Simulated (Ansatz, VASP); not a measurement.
# CdTe in VASP and in Ansatz

The input INCAR:

```
SYSTEM = CdTe
PREC     = Accurate       ! precision mode
ENCUT    = 500            ! plane-wave cutoff, eV
EDIFF    = 1E-6           ! SCF threshold, eV
ISMEAR   = -1             ! smearing method
SIGMA    = 0.05           ! smearing width, eV
LREAL    = .False.        ! projectors in reciprocal space
LASPH    = .True.         ! aspherical terms in the spheres
NELM     = 120            ! most SCF steps
ALGO     = Normal         ! electronic algorithm
ISIF     = 2              ! what is computed and relaxed
LWAVE    = .False.        ! write WAVECAR
LCHARG   = .False.        ! write CHGCAR
GGA      = PS             ! functional
NBANDS   = 16             ! bands
GGA_COMPAT= .False.
```

The input KPOINTS:

```
Automatic mesh
0
Gamma
  6 6 6
  0 0 0
```

File POSCAR:

```
CdTe
1.0
    0.0000000000      3.2050000000      3.3332000000
    3.2050000000      0.0000000000      3.3332000000
    3.2050000000      3.2050000000      0.0000000000
Te Cd
1 1
Direct
    0.7500000000      0.7500000000      0.7500000000
    0.0000000000      0.0000000000      0.0000000000
```

File input.yaml:

```yaml
crystal:
  lattice:
    - [0.0, 3.205, 3.3332]
    - [3.205, 0.0, 3.3332]
    - [3.205, 3.205, 0.0]
  atoms:
    - { symbol: Te, position: [0.75, 0.75, 0.75] }
    - { symbol: Cd, position: [0.0, 0.0, 0.0] }
hamiltonian:
  xc: pbesol
  pseudopotentials: { kind: paw }
kpoints:
  mp_grid: { grid: [6, 6, 6] }
scf:
  occupations: { method: fermi_dirac, width: 0.05 }
output:
  forces: true
  stress: true
  eigenvalues: true
```

Alike in both runs: task single point; functional PBEsol; k mesh 6 × 6 × 6; occupations fermi-dirac, width 0.05 eV; no spin polarisation.

|  | VASP | Ansatz |
| --- | --- | --- |
| version | VASP 6.6.1 | Ansatz 0.2.0 |
| potentials or method | VASP PAW PBE potentials, release 64 (Te, Cd) | Ansatz PAW |
| plane-wave cutoff (eV) | 500 | 420 |
| valence electrons in the cell | 18 | 36 |

Ansatz gave:

- gap on the k mesh at the Fermi level (eV): 0.59
- least direct gap on the mesh (eV): 0.59
- pressure (GPa): -0.1
- traceless stress, the component that is largest in VASP (GPa): -0.49

Q: Estimate VASP's values.

A: gap on the k mesh at the Fermi level (eV): 0.59; least direct gap on the mesh (eV): 0.59; pressure (GPa): 0.1; traceless stress, the component that is largest in VASP (GPa): -0.49.

VASP's potentials were made for PBE, not for PBEsol. VASP's potentials hold 18 valence electrons a cell and Ansatz's 36, so a difference there can come from the potentials and not from the codes.

Neither program's run includes spin-orbit coupling.
